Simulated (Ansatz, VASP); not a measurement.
SiBBr in VASP and in Ansatz

```xyz
6
Lattice="3.5217 0.0000 0.0000 -1.7608 3.0499 0.0000 0.0000 0.0000 10.0187" Properties=species:S:1:pos:R:3 pbc="T T T"
Si    0.0000    0.0000    3.5360
Si    0.0000    0.0000    8.5453
B     1.7608    1.0166    8.3017
B     0.0000    2.0332    3.2923
Br    0.0000    2.0332    1.1105
Br    1.7608    1.0166    6.1198
```

Change from the starting cell: species swapped into the DyCuGe type (P6_3mc, No. 186).

Alike in both runs: functional PBE; k mesh 12 × 12 × 4; occupations gaussian, width 0.1 eV; no spin polarisation.

Ansatz relaxed the structure, and its values are those at the end. VASP's run is a single point on that final structure, the one shown.

|  | VASP | Ansatz |
| --- | --- | --- |
| version | VASP 6.6.1 | Ansatz 0.2.0 |
| potentials or method | VASP PAW PBE potentials, release 64 (Si, B, Br), cutoff 520 eV | scalar-relativistic, plane waves, PAW |
| valence electrons in the cell | 28 | 28 |

|  | VASP | Ansatz | Ansatz less VASP |
| --- | --- | --- | --- |
| gap on the k mesh at the Fermi level (eV) | none | none | - |
| pressure (GPa) | 0.0 | 0.0 | 0.00 |

A gap of «none» marks a metal or a gap that the smearing closes.
